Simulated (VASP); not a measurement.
# Ir (Fd-3m) in VASP: a series of runs

The runs below take Ir through single point, with PBE.

Everything below comes from runs of VASP 6.6.1. Logs are shortened: lines on timing, memory, paths and dates and some standing lists are left out, and cuts for length are marked.

## (1) The cell of the first run

The structure is cubic, space group Fd-3m (No. 227). The conventional cell has a = 5.608 Å, b = 5.608 Å, c = 5.608 Å, α = 90.00°, β = 90.00°, γ = 90.00°. Ir (site symmetry -43m) has 4 Ir at 2.43 Å within 3.2 Å.

## (2) Single point, PBE

Input file INCAR:

```
PREC = Accurate
ENCUT = 520
EDIFF = 1E-6
ISMEAR = -1
SIGMA = 0.06122561905347299
LREAL = F
LASPH = T
NELM = 100
ALGO = Normal
ISIF = 2
LWAVE = F
LCHARG = F
GGA = PE
NBANDS = 16
```

Input file KPOINTS:

```
Automatic mesh
0
Gamma
  12 12 12
```

Input file POSCAR:

```
Ir
1.0
    0.0000000000      2.8039565070      2.8039565070
    2.8039565070      0.0000000000      2.8039565070
    2.8039565070      2.8039565070      0.0000000000
Ir
2
Direct
    0.0000000000      0.0000000000      0.0000000000
    0.2500000000      0.2500000000      0.2500000000
```

Potentials or basis: VASP PAW PBE potentials, release 64 (Ir).

On the command line:

```console
cat potpaw_PBE.64/Ir/POTCAR > POTCAR
mpirun -np 1 vasp_std > vasp.out
```

OUTCAR:

```text
PREC = Accurate
   ENCUT = 520
   EDIFF = 1E-6
   ISMEAR = -1
   LREAL = F
   LASPH = T
   NELM = 100
   ISIF = 2
   GGA = PE

 ion  position               nearest neighbor table
   1  0.000  0.000  0.000-   2 2.43   2 2.43   2 2.43   2 2.43
   2  0.250  0.250  0.250-   1 2.43   1 2.43   1 2.43   1 2.43

  LATTYP: Found a face centered cubic cell.
 ALAT       =     5.6079130140

  Lattice vectors:

 A1 = (   0.0000000000,   2.8039565070,   2.8039565070)
 A2 = (   2.8039565070,   0.0000000000,   2.8039565070)
 A3 = (   2.8039565070,   2.8039565070,   0.0000000000)

Analysis of symmetry for initial positions (statically):
=====================================================================
 Subroutine PRICEL returns:
 Original cell was already a primitive cell.

 Routine SETGRP: Setting up the symmetry group for a
 face centered cubic supercell.

 Subroutine GETGRP returns: Found 48 space group operations
 (whereof 24 operations were pure point group operations)
 out of a pool of 48 trial point group operations.

The static configuration has the point symmetry T_d .
 The point group associated with its full space group is O_h .

Analysis of symmetry for dynamics (positions and initial velocities):
=====================================================================
 Subroutine PRICEL returns:
 Original cell was already a primitive cell.

 Routine SETGRP: Setting up the symmetry group for a
 face centered cubic supercell.

 Subroutine GETGRP returns: Found 48 space group operations
 (whereof 24 operations were pure point group operations)
 out of a pool of 48 trial point group operations.

The dynamic configuration has the point symmetry T_d .
 The point group associated with its full space group is O_h .

 Subroutine INISYM returns: Found 48 space group operations
 (whereof 24 operations are pure point group operations),
 and found     1 'primitive' translations

----------------------------------------------------------------------------------------

                                     Primitive cell

  volume of cell :      44.0904

  direct lattice vectors                    reciprocal lattice vectors
     0.000000000  2.803956507  2.803956507    -0.178319456  0.178319456  0.178319456
     2.803956507  0.000000000  2.803956507     0.178319456 -0.178319456  0.178319456
     2.803956507  2.803956507  0.000000000     0.178319456  0.178319456 -0.178319456

  length of vectors
     3.965393321  3.965393321  3.965393321     0.308858358  0.308858358  0.308858358

  position of ions in fractional coordinates (direct lattice)
     0.000000000  0.000000000  0.000000000
     0.250000000  0.250000000  0.250000000

  ion indices of the primitive-cell ions
   primitive index   ion index
                 1           1
                 2           2

----------------------------------------------------------------------------------------

 KPOINTS: Automatic mesh

Automatic generation of k-mesh.
 Grid dimensions read from file:
 generate k-points for:   12   12   12

 Generating k-lattice:

  Cartesian coordinates                     Fractional coordinates (reciprocal lattice)
    -0.014859955  0.014859955  0.014859955     0.083333333  0.000000000  0.000000000
     0.014859955 -0.014859955  0.014859955     0.000000000  0.083333333  0.000000000
     0.014859955  0.014859955 -0.014859955     0.000000000  0.000000000  0.083333333

  Length of vectors
     0.025738197  0.025738197  0.025738197

  Shift w.r.t. Gamma in fractional coordinates (k-lattice)
     0.000000000  0.000000000  0.000000000

 Subroutine IBZKPT returns following result:
 ===========================================

 Found     72 irreducible k-points:

 Following reciprocal coordinates:
            Coordinates               Weight
  0.000000  0.000000  0.000000      1.000000
  0.083333  0.000000  0.000000      8.000000
  0.166667  0.000000  0.000000      8.000000
  0.250000  0.000000  0.000000      8.000000
  0.333333  0.000000  0.000000      8.000000
  0.416667  0.000000  0.000000      8.000000
[... 16 lines left out ...]
  0.500000  0.166667  0.000000     24.000000
 -0.416667  0.166667  0.000000     24.000000
 [... further k-points ...]
   k-points           NKPTS =     72   k-points in BZ     NKDIM =     72   number of bands    NBANDS=     16
   number of dos      NEDOS =    301   number of ions     NIONS =      2
   total plane-waves  NPLWV =  27000
   dimension x,y,z NGX =    30 NGY =   30 NGZ =   30
   dimension x,y,z NGXF=    60 NGYF=   60 NGZF=   60
   ions per type =               2
   NGX,Y,Z   is equivalent  to a cutoff of  12.58, 12.58, 12.58 a.u.
   NGXF,Y,Z  is equivalent  to a cutoff of  25.15, 25.15, 25.15 a.u.
 SYSTEM =  unknown system
   PREC   = accura    normal or accurate (medium, high low for compatibility)
   ISTART =      0    job   : 0-new  1-cont  2-samecut
   ICHARG =      2    charge: 1-file 2-atom 10-const
   ISPIN  =      1    spin polarized calculation?
   LNONCOLLINEAR =      F non collinear calculations
   LSORBIT =      F    spin-orbit coupling
   LASPH  =      T    aspherical Exc in radial PAW
   ENCUT  =  520.0 eV  38.22 Ry    6.18 a.u.   7.37  7.37  7.37*2*pi/ulx,y,z
   NELM   =    100;   NELMIN=  2; NELMDL= -5     # of ELM steps
   EDIFF  = 0.1E-05   stopping-criterion for ELM
   LREAL  =      F    real-space projection
   EDIFFG = 0.1E-04   stopping-criterion for IOM
   NSW    =      0    number of steps for IOM
   IBRION =     -1    ionic relax: 0-MD 1-quasi-New 2-CG
   NFREE  =      0    steps in history (QN), initial steepest desc. (CG)
   ISIF   =      2    stress and relaxation
   ISYM   =      2    0-nonsym 1-usesym 2-fastsym
   POTIM  = 0.5000    time-step for ionic-motion
   TEBEG  =    0.0;   TEEND  =   0.0 temperature during run
   PSTRESS=    0.0 pullay stress
   NELECT =      18.0000    total number of electrons
   NUPDOWN=      -1.0000    fix difference up-down
   EMIN   =  10.00;   EMAX   =-10.00  energy-range for DOS
   EFERMI =   0.00;   METHOD = LEGACY
   ISMEAR =    -1;   SIGMA  =   0.06  broadening in eV -4-tet -1-fermi 0-gaus
   EFERMI_NEDOS =   21; number of points for ismear=-14 and -15
   IALGO  =     38    algorithm
   IMIX   =      4    mixing-type and parameters
     AMIX     =   0.40;   BMIX     =  1.00
     AMIX_MAG =   1.60;   BMIX_MAG =  1.00
  volume/ion in A,a.u.               =      22.05       148.77
  Fermi-wavevector in a.u.,A,eV,Ry     =   1.214463  2.295003 20.067520  1.474921
  Thomas-Fermi vector in A             =   2.349882
   LORBIT       =      0    0 simple, 1 ext, 2 COOP (PROOUT), +10 PAW based schemes
   GGA     = PE    functional components
   LHFCALC =     F    Hartree Fock is set to
   AEXX    =    0.0000 exact exchange contribution
   IVDW    =     0    specifies the selected vdW correction
   LEPSILON=     F    determine dielectric tensor
   LRPA    =     F    only Hartree local field effects (RPA)
 non-spin polarized calculation
  energy-cutoff  :      520.00
  volume of cell :       44.09
 maximum number of plane-waves:      1243
 NGX is ok and might be reduce to    30
   NGX = 15   NGY = 15   NGZ = 15

 number of electron      17.9999999 magnetization

 Free energy of the ion-electron system (eV)
  ---------------------------------------------------
  ext. energy  EPLUGINS =         0.00000000
  ---------------------------------------------------
  free energy    TOTEN  =       -15.70671795 eV

  energy without entropy =      -15.68032556  energy(sigma->0) =      -15.69352175

 E-fermi :   4.9277     XC(G=0): -11.0467

 val. band max:        4.8864638155   @ k =   0.4167   0.3333   0.0000
 cond. band min:       4.9747825659   @ k =   0.5000   0.2500   0.0833
 fundamental gap:      0.0883187503
 Fermi energy:         4.9277290565

 k-point     1 :       0.0000    0.0000    0.0000
  band No.  band energies     occupation
      1      -2.8777      2.00000
      2       0.0505      2.00000
      3       0.0505      2.00000
      4       0.4015      2.00000
      5       0.4015      2.00000
      6       0.4015      2.00000
[... 8 lines left out ...]
     15      17.2633      0.00000
     16      17.2633      0.00000

 k-point     2 :       0.0833    0.0000    0.0000
  band No.  band energies     occupation
      1      -2.7607      2.00000
      2      -0.0412      2.00000
      3      -0.0412      2.00000
      4       0.3882      2.00000
      5       0.5365      2.00000
      6       0.5365      2.00000
[... 8 lines left out ...]
     15      16.7647      0.00000
     16      16.8026      0.00000

 k-point     3 :       0.1667    0.0000    0.0000
  band No.  band energies     occupation
      1      -2.4256      2.00000
      2      -0.1443      2.00000
      3      -0.1443      2.00000
      4       0.3541      2.00000
      5       0.7381      2.00000
      6       0.7381      2.00000
[... 8 lines left out ...]
     15      15.8219      0.00000
     16      17.2443      0.00000

 k-point     4 :       0.2500    0.0000    0.0000
  band No.  band energies     occupation
      1      -1.9262      2.00000
      2      -0.1661      2.00000
      3      -0.1661      2.00000
      4       0.3096      2.00000
      5       0.8363      2.00000
      6       0.8363      2.00000
[... 8 lines left out ...]
     15      14.9443      0.00000
     16      17.7890      0.00000
[... 324 lines left out ...]
 k-point    22 :       0.4167    0.1667    0.0000
  band No.  band energies     occupation
      1      -0.8450      2.00000
      2      -0.5380      2.00000
      3       0.1064      2.00000
      4       0.2466      2.00000
      5       0.7344      2.00000
      6       1.1905      2.00000
[... 8 lines left out ...]
     15      14.7755      0.00000
     16      18.4288      0.00000

 k-point    23 :       0.5000    0.1667    0.0000
  band No.  band energies     occupation
      1      -0.5296      2.00000
      2      -0.4511      2.00000
      3       0.0859      2.00000
      4       0.1035      2.00000
      5       0.8784      2.00000
      6       0.9827      2.00000
[... 8 lines left out ...]
     15      14.8439      0.00000
     16      19.0063      0.00000

 k-point    24 :      -0.4167    0.1667    0.0000
  band No.  band energies     occupation
      1      -0.5479      2.00000
      2      -0.3030      2.00000
      3      -0.0956      2.00000
      4       0.2040      2.00000
      5       0.7268      2.00000
      6       1.0978      2.00000
[... 8 lines left out ...]
     15      14.9611      0.00000
     16      18.6172      0.00000

 [... further k-points ...]
[... 5 lines left out ...]
  --------------------------------------------------------------------------------------
  -------------------------------------------------------------------------------------
  Total       -1.1075918     -1.1075918     -1.1075918      0.0000000      0.0000000     -0.0000000
  in kB      -40.2482036    -40.2482036    -40.2482036      0.0000000      0.0000000     -0.0000000
  external PRESSURE =     -40.2482036 kB  Pullay stress =       0.0000000 kB

 VOLUME and BASIS-vectors are now :
 -----------------------------------------------------------------------------
  energy-cutoff  :      520.00
  volume of cell :       44.09
      direct lattice vectors                 reciprocal lattice vectors
     0.000000000  2.803956507  2.803956507    -0.178319456  0.178319456  0.178319456
     2.803956507  0.000000000  2.803956507     0.178319456 -0.178319456  0.178319456
     2.803956507  2.803956507  0.000000000     0.178319456  0.178319456 -0.178319456

 POSITION                                       TOTAL-FORCE (eV/Angst)
 -----------------------------------------------------------------------------------
      0.00000      0.00000      0.00000        -0.000000     -0.000000     -0.000000
      1.40198      1.40198      1.40198         0.000000      0.000000      0.000000
 -----------------------------------------------------------------------------------
    total drift:                                0.000000     -0.000000     -0.000000

  FREE ENERGIE OF THE ION-ELECTRON SYSTEM (eV)
  ---------------------------------------------------
  free  energy   TOTEN  =       -15.7067179451 eV

  energy  without entropy=      -15.6803255632  energy(sigma->0) =      -15.69352175
```

Wall time 45 s (1 thread of Intel Xeon 6975P-C, shared host); peak memory 0.2 GiB.

Results:

- Free energy: -15.7067 eV
- Pressure: -4.0 GPa
- Band gap on the k mesh: zero (band 9 reaches 5.93 eV, above the bottom of band 10 at 4.48 eV)

Caveat: spin-orbit coupling is left out, which moves the levels of the heavy elements.

## (3) Single point, PBE

This run uses another cell than the first one, of 22.48 Å³/atom, 1.020 times its volume.

Input file INCAR:

```
SYSTEM = Ir
PREC = Accurate
ENCUT = 520
EDIFF = 1E-6
ISMEAR = -1
SIGMA = 0.06122561905347299
LREAL = .FALSE.
LASPH = .TRUE.
NELM = 60
ALGO = Normal
ISIF = 2
LWAVE = .FALSE.
LCHARG = .FALSE.
GGA = PE
NBANDS = 16
```

Input file KPOINTS:

```
regular mesh
0
G
  12 12 12
  0 0 0
```

Input file POSCAR:

```
Ir
1.0
    0.0000000000      2.8221645270      2.8221645270
    2.8221645270      0.0000000000      2.8221645270
    2.8221645270      2.8221645270      0.0000000000
Ir
2
Direct
    0.0000000000      0.0000000000      0.0000000000
    0.2500000000      0.2500000000      0.2500000000
```

Potentials or basis: VASP PAW PBE potentials, release 64 (Ir).

On the command line:

```console
cat potpaw_PBE.64/Ir/POTCAR > POTCAR
mpirun -np 1 vasp_std > vasp.out
```

It took 55 s on 1 thread of Intel Xeon 6975P-C, shared host; peak memory 0.2 GiB.

It converged, with:

- Free energy: -15.6770 eV
- Pressure: -7.0 GPa
- Band gap on the k mesh: zero (band 9 reaches 5.67 eV, above the bottom of band 10 at 4.26 eV)

Levels at points of the mesh, in eV from the Fermi level:
```
           k point  band 5  band 6  band 7  band 8  band 9  band 10  band 11  band 12  band 13  band 14
(0.00, 0.00, 0.00)   -4.42   -4.42   -1.64   -1.64   -1.64     0.70     0.70    10.69    10.76    12.22
(0.50, 0.00, 0.00)   -4.39   -4.39   -1.77   -0.96   -0.96     0.21     0.21     1.36     8.44     8.44
(0.50, 0.50, 0.00)   -3.51   -3.51   -2.31   -2.31    0.52     0.52     1.87     1.87     3.74     3.74
```

Caveat: spin-orbit coupling is left out, which moves the levels of the heavy elements.

## (4) Single point, PBE

This run uses another cell than the first one, of 22.91 Å³/atom, 1.039 times its volume.

Input file INCAR:

```
PREC     = Accurate       # precision mode
ENCUT    = 520            # plane-wave cutoff, eV
EDIFF    = 1E-7           # SCF threshold, eV
ISMEAR   = -1             # smearing method
SIGMA    = 0.06122561905347299 # smearing width, eV
LREAL    = False          # projectors in reciprocal space
LASPH    = True           # aspherical terms in the spheres
NELM     = 100            # most SCF steps
ALGO     = Normal         # electronic algorithm
ISIF     = 2              # what is computed and relaxed
LWAVE    = False          # write WAVECAR
LCHARG   = True           # write CHGCAR
GGA      = PE             # functional
LELF     = True           # ELF
LVHAR    = True         
NBANDS   = 16             # bands
```

Input file KPOINTS:

```
Automatic mesh
0
Gamma
  12 12 12
```

Input file POSCAR:

```
Ir
1.0
    0.0000000000      2.8401405819      2.8401405819
    2.8401405819      0.0000000000      2.8401405819
    2.8401405819      2.8401405819      0.0000000000
Ir
2
Direct
    0.0000000000      0.0000000000      0.0000000000
    0.2500000000      0.2500000000      0.2500000000
```

On the command line:

```console
cat potpaw_PBE.64/Ir/POTCAR > POTCAR
mpirun -np 1 vasp_std > vasp.out
```

Wall time 59 s (1 thread of Intel Xeon 6975P-C, shared host); peak memory 0.2 GiB.

The run converged. Its results:

- Free energy: -15.6321 eV
- Pressure: -9.7 GPa
- Band gap on the k mesh: zero (band 9 reaches 5.42 eV, above the bottom of band 10 at 4.05 eV)

Levels at points of the mesh, in eV from the Fermi level:
```csv
k point,band 6,band 7,band 8,band 9,band 10,band 11,band 12,band 13
"(0.00, 0.00, 0.00)",-4.32,-1.60,-1.60,-1.60,0.66,0.66,10.61,10.67
"(0.50, 0.00, 0.00)",-4.27,-1.70,-0.94,-0.94,0.20,0.20,1.33,8.33
"(0.50, 0.50, 0.00)",-3.45,-2.25,-2.25,0.50,0.50,1.83,1.83,3.73
```

Caveat: spin-orbit coupling is left out, which moves the levels of the heavy elements.

## (5) The runs side by side

| cell | gap on the mesh (eV) | pressure (GPa) |
| --- | --- | --- |
| a = 3.965 Å, angles 60.0°, 2 atoms | none | -4.0 |
| a = 3.991 Å, angles 60.0°, 2 atoms | none | -7.0 |
| a = 4.017 Å, angles 60.0°, 2 atoms | none | -9.7 |

Alike in all rows: task single point; level PBE; potentials or basis VASP PAW PBE potentials, release 64 (Ir); no spin polarisation; k mesh 12 × 12 × 12; cutoff (eV) 520; smearing fermi-dirac 0.0612256 eV.

Caveats: spin-orbit coupling is left out, which moves the levels of the heavy elements.

Absolute energies hang on the potentials; compare differences alone.
